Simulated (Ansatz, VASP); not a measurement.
# Pt: VASP beside Ansatz

```
Pt
1.0
    -0.42695    1.78142    1.78142
     1.78142   -0.42695    1.78142
     1.78142    1.78142   -0.42695
Pt
1
Direct
  0.00000 0.00000 0.00000
```

Alike in both runs: task single point; functional r2SCAN; k mesh 28 × 28 × 28; occupations gaussian, width 0.15 eV; no spin polarisation.

```csv
,VASP,Ansatz
version,VASP 6.6.1,Ansatz 0.2.0
potentials or method,"VASP PAW PBE potentials, release 64 (Pt), cutoff 550 eV","scalar-relativistic, plane waves, PAW"
valence electrons in the cell,10,18
```

|  | VASP | Ansatz | Ansatz less VASP |
| --- | --- | --- | --- |
| gap on the k mesh at the Fermi level (eV) | none | none | - |
| pressure (GPa) | 27.2 | 26.1 | -1.11 |
| traceless stress, the component that is largest in VASP (GPa) | 11.87 | 11.58 | -0.289 |

VASP's potentials were made for PBE, not for r2SCAN. A gap of «none» marks a metal or a gap that the smearing closes. The functional is the same, so the differences come from potentials, cutoffs and numerics. VASP's potentials hold 10 valence electrons a cell and Ansatz's 18, so a difference there can come from the potentials and not from the codes.

Neither program's run includes spin-orbit coupling.
